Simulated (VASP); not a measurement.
# Pb (Fm-3m) in VASP: notebook, part 2 of 2

VASP 6.6.1.

## 3. Single point, BLYP+D4

This run uses another cell than the first one, of 29.11 Å³/atom, 0.980 times its volume.

Input file INCAR:

```
SYSTEM = Pb
PREC = Accurate
ENCUT = 520
EDIFF = 1E-6
ISMEAR = -1
SIGMA = 0.05
LREAL = .False.
LASPH = .True.
NELM = 80
ALGO = Fast
ISIF = 2
LWAVE = .False.
LCHARG = .False.
GGA = B5
ALDAX = 1.0
AGGAX = 1.0
AGGAC = 1.0
ALDAC = 0.0
IVDW = 13
VDW_S6 = 1.0
VDW_S8 = 2.34076671
VDW_A1 = 0.44488865
VDW_A2 = 4.0933009
NBANDS = 13
```

Input file KPOINTS:

```
Automatic mesh
0
Gamma
  9 9 9
  0 0 0
```

Input file POSCAR:

```
Pb
1.0
    0.0000000000      2.4415696833      2.4415696833
    2.4415696833      0.0000000000      2.4415696833
    2.4415696833      2.4415696833      0.0000000000
Pb
1
Direct
    0.0000000000      0.0000000000      0.0000000000
```

Potentials or basis: VASP PAW PBE potentials, release 64 (Pb_d).

Launch:

```console
$ cat potpaw_PBE.64/Pb_d/POTCAR > POTCAR
$ mpirun -np 1 vasp_std > vasp.out
```

OUTCAR:

```text
SYSTEM = Pb
   PREC = Accurate
   ENCUT = 520
   EDIFF = 1E-6
   ISMEAR = -1
   LREAL = .False.
   LASPH = .True.
   NELM = 80
   ISIF = 2
   GGA = B5
   IVDW = 13

 ion  position               nearest neighbor table
   1  0.000  0.000  0.000-

  LATTYP: Found a face centered cubic cell.
 ALAT       =     4.8831393666

  Lattice vectors:

 A1 = (   0.0000000000,   2.4415696833,   2.4415696833)
 A2 = (   2.4415696833,   0.0000000000,   2.4415696833)
 A3 = (   2.4415696833,   2.4415696833,   0.0000000000)

Analysis of symmetry for initial positions (statically):
[... 5 lines left out ...]
 face centered cubic supercell.

 Subroutine GETGRP returns: Found 48 space group operations
 (whereof 48 operations were pure point group operations)
 out of a pool of 48 trial point group operations.

The static configuration has the point symmetry O_h .

Analysis of symmetry for dynamics (positions and initial velocities):
[... 5 lines left out ...]
 face centered cubic supercell.

 Subroutine GETGRP returns: Found 48 space group operations
 (whereof 48 operations were pure point group operations)
 out of a pool of 48 trial point group operations.

The dynamic configuration has the point symmetry O_h .

 Subroutine INISYM returns: Found 48 space group operations
 (whereof 48 operations are pure point group operations),
 and found     1 'primitive' translations

----------------------------------------------------------------------------------------

                                     Primitive cell

  volume of cell :      29.1097

  direct lattice vectors                    reciprocal lattice vectors
     0.000000000  2.441569683  2.441569683    -0.204786291  0.204786291  0.204786291
     2.441569683  0.000000000  2.441569683     0.204786291 -0.204786291  0.204786291
     2.441569683  2.441569683  0.000000000     0.204786291  0.204786291 -0.204786291

  length of vectors
     3.452900960  3.452900960  3.452900960     0.354700261  0.354700261  0.354700261

  position of ions in fractional coordinates (direct lattice)
     0.000000000  0.000000000  0.000000000

  ion indices of the primitive-cell ions
   primitive index   ion index
                 1           1

----------------------------------------------------------------------------------------

 KPOINTS: Automatic mesh

Automatic generation of k-mesh.
 Grid dimensions read from file:
 generate k-points for:    9    9    9

 Generating k-lattice:

  Cartesian coordinates                     Fractional coordinates (reciprocal lattice)
    -0.022754032  0.022754032  0.022754032     0.111111111  0.000000000  0.000000000
     0.022754032 -0.022754032  0.022754032     0.000000000  0.111111111  0.000000000
     0.022754032  0.022754032 -0.022754032     0.000000000  0.000000000  0.111111111

  Length of vectors
     0.039411140  0.039411140  0.039411140

  Shift w.r.t. Gamma in fractional coordinates (k-lattice)
     0.000000000  0.000000000  0.000000000

 Subroutine IBZKPT returns following result:
 ===========================================

 Found     35 irreducible k-points:

 Following reciprocal coordinates:
            Coordinates               Weight
  0.000000  0.000000  0.000000      1.000000
  0.111111  0.000000  0.000000      8.000000
  0.222222  0.000000  0.000000      8.000000
  0.333333  0.000000  0.000000      8.000000
  0.444444  0.000000  0.000000      8.000000
  0.111111  0.111111  0.000000      6.000000
[... 16 lines left out ...]
 -0.333333  0.333333  0.000000     12.000000
  0.444444  0.444444  0.000000      6.000000
 [... further k-points ...]
   k-points           NKPTS =     35   k-points in BZ     NKDIM =     35   number of bands    NBANDS=     13
   number of dos      NEDOS =    301   number of ions     NIONS =      1
   total plane-waves  NPLWV =  21952
   dimension x,y,z NGX =    28 NGY =   28 NGZ =   28
   dimension x,y,z NGXF=    56 NGYF=   56 NGZF=   56
   ions per type =               1
   NGX,Y,Z   is equivalent  to a cutoff of  13.48, 13.48, 13.48 a.u.
   NGXF,Y,Z  is equivalent  to a cutoff of  26.96, 26.96, 26.96 a.u.
 SYSTEM =  Pb
   PREC   = accura    normal or accurate (medium, high low for compatibility)
   ISTART =      0    job   : 0-new  1-cont  2-samecut
   ICHARG =      2    charge: 1-file 2-atom 10-const
   ISPIN  =      1    spin polarized calculation?
   LNONCOLLINEAR =      F non collinear calculations
   LSORBIT =      F    spin-orbit coupling
   LASPH  =      T    aspherical Exc in radial PAW
   ENCUT  =  520.0 eV  38.22 Ry    6.18 a.u.   6.42  6.42  6.42*2*pi/ulx,y,z
   NELM   =     80;   NELMIN=  2; NELMDL= -5     # of ELM steps
   EDIFF  = 0.1E-05   stopping-criterion for ELM
   LREAL  =      F    real-space projection
   EDIFFG = 0.1E-04   stopping-criterion for IOM
   NSW    =      0    number of steps for IOM
   IBRION =     -1    ionic relax: 0-MD 1-quasi-New 2-CG
   NFREE  =      0    steps in history (QN), initial steepest desc. (CG)
   ISIF   =      2    stress and relaxation
   ISYM   =      2    0-nonsym 1-usesym 2-fastsym
   POTIM  = 0.5000    time-step for ionic-motion
   TEBEG  =    0.0;   TEEND  =   0.0 temperature during run
   PSTRESS=    0.0 pullay stress
   NELECT =      14.0000    total number of electrons
   NUPDOWN=      -1.0000    fix difference up-down
   EMIN   =  10.00;   EMAX   =-10.00  energy-range for DOS
   EFERMI =   0.00;   METHOD = LEGACY
   ISMEAR =    -1;   SIGMA  =   0.05  broadening in eV -4-tet -1-fermi 0-gaus
   EFERMI_NEDOS =   21; number of points for ismear=-14 and -15
   IALGO  =     68    algorithm
   IMIX   =      4    mixing-type and parameters
     AMIX     =   0.40;   BMIX     =  1.00
     AMIX_MAG =   1.60;   BMIX_MAG =  1.00
  volume/ion in A,a.u.               =      29.11       196.44
  Fermi-wavevector in a.u.,A,eV,Ry     =   1.282641  2.423840 22.383862  1.645167
  Thomas-Fermi vector in A             =   2.414940
   LORBIT       =      0    0 simple, 1 ext, 2 COOP (PROOUT), +10 PAW based schemes
   GGA     = B5    functional components
   LHFCALC =     F    Hartree Fock is set to
   AEXX    =    0.0000 exact exchange contribution
   IVDW    =    13    specifies the selected vdW correction
   LEPSILON=     F    determine dielectric tensor
   LRPA    =     F    only Hartree local field effects (RPA)
 non-spin polarized calculation
 RMM-DIIS sequential band-by-band and
  energy-cutoff  :      520.00
  volume of cell :       29.11
 maximum number of plane-waves:       801
 NGX is ok and might be reduce to    28
   NGX = 13   NGY = 13   NGZ = 13

 number of electron      13.9999999 magnetization

 Free energy of the ion-electron system (eV)
  ---------------------------------------------------
  ext. energy  EPLUGINS =         0.00000000
  ---------------------------------------------------
  free energy    TOTEN  =        -2.75835606 eV

  energy without entropy =       -2.75521522  energy(sigma->0) =       -2.75678564

 E-fermi :   8.1206     XC(G=0):  -9.7874

 val. band max:        7.8977141884   @ k =  -0.3333   0.3333   0.1111
 cond. band min:       8.1231105720   @ k =  -0.2222   0.3333   0.1111
 fundamental gap:      0.2253963837
 Fermi energy:         8.1205769391

 k-point     1 :       0.0000    0.0000    0.0000
  band No.  band energies     occupation
      1      -8.8675      2.00000
      2      -8.8675      2.00000
      3      -8.8675      2.00000
      4      -8.7062      2.00000
      5      -8.7062      2.00000
      6      -3.8160      2.00000
      7      15.8230      0.00000
      8      15.8230      0.00000
      9      15.8230      0.00000
     10      18.3219      0.00000
     11      20.5975      0.00000
     12      21.1770      0.00000
     13      21.1770      0.00000

 k-point     2 :       0.1111    0.0000    0.0000
  band No.  band energies     occupation
      1      -8.8684      2.00000
      2      -8.8488      2.00000
      3      -8.8488      2.00000
      4      -8.7064      2.00000
      5      -8.7064      2.00000
      6      -3.5695      2.00000
      7      13.4876      0.00000
      8      15.5386      0.00000
      9      15.5386      0.00000
     10      17.9858      0.00000
     11      21.3478      0.00000
[... 339 lines left out ...]
 k-point    24 :       0.4444    0.4444    0.0000
  band No.  band energies     occupation
      1      -9.0483      2.00000
      2      -8.9450      2.00000
      3      -8.5693      2.00000
      4      -8.5258      2.00000
      5      -8.5258      2.00000
      6       0.9813      2.00000
      7       5.4635      2.00000
      8      10.3923      0.00000
      9      10.3923      0.00000
     10      14.2322      0.00000
     11      15.3594      0.00000
     12      26.6955      0.00000
     13      28.7467      0.00000

 [... further k-points ...]

------------------------ aborting loop because EDIFF is reached ----------------------------------------

  DFT-D4 for vdW energy calculation

  Edisp (eV):   -0.82295

  FORCE on cell =-STRESS in cart. coord.  units (eV):
  Direction    XX          YY          ZZ          XY          YZ          ZX
  --------------------------------------------------------------------------------------
  -------------------------------------------------------------------------------------
  Total       0.77024     0.77024     0.77024    -0.00000     0.00000     0.00000
  in kB      42.39335    42.39335    42.39335    -0.00000     0.00000     0.00000
  external pressure =       42.39 kB  Pullay stress =        0.00 kB

 VOLUME and BASIS-vectors are now :
 -----------------------------------------------------------------------------
  energy-cutoff  :      520.00
  volume of cell :       29.11
      direct lattice vectors                 reciprocal lattice vectors
     0.000000000  2.441569683  2.441569683    -0.204786291  0.204786291  0.204786291
     2.441569683  0.000000000  2.441569683     0.204786291 -0.204786291  0.204786291
     2.441569683  2.441569683  0.000000000     0.204786291  0.204786291 -0.204786291

 POSITION                                       TOTAL-FORCE (eV/Angst)
 -----------------------------------------------------------------------------------
      0.00000      0.00000      0.00000         0.000000      0.000000      0.000000
 -----------------------------------------------------------------------------------
    total drift:                               -0.000000     -0.000000     -0.000000

  FREE ENERGIE OF THE ION-ELECTRON SYSTEM (eV)
  ---------------------------------------------------
  free  energy   TOTEN  =        -3.5813042564 eV

  energy  without entropy=       -3.5781634204  energy(sigma->0) =       -3.57973384
```

Wall time 15 s (1 thread of Intel Xeon Platinum 8488C (Sapphire Rapids), shared host); peak memory 0.15 GiB.

Results:

```
Free energy                : -3.5813 eV
Pressure                   : 4.2 GPa
Band gap on the k mesh     : zero (band 7 reaches 15.82 eV, above the bottom of band 8 at 6.67 eV)
Dispersion energy per atom : -0.823 eV
```

Caveat: the PAW data sets were made with another functional, which shifts forces and pressure a little; spin-orbit coupling is left out, which moves the levels of the heavy elements; pairwise dispersion overbinds metals, which lowers pressure and volume.

## 4. Single point, BLYP+D4

Input file INCAR:

```
SYSTEM = Pb
PREC = Accurate ; ENCUT = 520
EDIFF = 1E-6 ; ISMEAR = -1
SIGMA = 0.05 ; LREAL = .False.
LASPH = .True. ; NELM = 100
ALGO = Normal ; ISIF = 2
LWAVE = .False. ; LCHARG = .True.
GGA = B5 ; ALDAX = 1.0
AGGAX = 1.0 ; AGGAC = 1.0
ALDAC = 0.0 ; IVDW = 13
VDW_S6 = 1.0 ; VDW_S8 = 2.34076671
VDW_A1 = 0.44488865 ; VDW_A2 = 4.0933009
LELF = .True. ; LVHAR = .True.
NBANDS = 13
```

Input file KPOINTS:

```
regular mesh
0
Gamma
  9 9 9
  0 0 0
```

Input file POSCAR:

```
Pb
1.0
    0.0000000000      2.4584086270      2.4584086270
    2.4584086270      0.0000000000      2.4584086270
    2.4584086270      2.4584086270      0.0000000000
Pb
1
Direct
    0.0000000000      0.0000000000      0.0000000000
```

Launch:

```console
$ cat potpaw_PBE.64/Pb_d/POTCAR > POTCAR
$ mpirun -np 1 vasp_std > vasp.out
```

Wall time 12 s (1 thread of Intel Xeon Platinum 8488C (Sapphire Rapids), shared host); peak memory 0.16 GiB.

Results (log left out):

```
Free energy                : -3.5951 eV
Pressure                   : 3.0 GPa
Band gap on the k mesh     : zero (band 7 reaches 15.41 eV, above the bottom of band 8 at 6.47 eV)
Dispersion energy per atom : -0.806 eV
```

Levels at points of the mesh, in eV from the Fermi level:
```tsv
k point	band 3	band 4	band 5	band 6	band 7	band 8	band 9	band 10	band 11	band 12
(0.00, 0.00, 0.00)	-16.98	-16.82	-16.82	-11.80	7.53	7.53	7.53	10.18	12.20	12.89
```

Caveat: the PAW data sets were made with another functional, which shifts forces and pressure a little; spin-orbit coupling is left out, which moves the levels of the heavy elements; pairwise dispersion overbinds metals, which lowers pressure and volume.

## 5. The runs side by side

```csv
level,cell,gap on the mesh (eV),pressure (GPa)
revPBE+D3(BJ),"a = 3.477 Å, angles 60.0°, 1 atom",none,0.4
BLYP+D4,"a = 3.453 Å, angles 60.0°, 1 atom",none,4.2
BLYP+D4,"a = 3.477 Å, angles 60.0°, 1 atom",none,3.0
```

Alike in all rows: task single point; potentials or basis VASP PAW PBE potentials, release 64 (Pb_d); no spin polarisation; k mesh 9 × 9 × 9; cutoff (eV) 520; smearing fermi-dirac 0.05 eV.

Caveats: the PAW data sets were made with another functional, which shifts forces and pressure a little; spin-orbit coupling is left out, which moves the levels of the heavy elements; pairwise dispersion overbinds metals, which lowers pressure and volume.

Absolute energies hang on the potentials; compare differences alone.
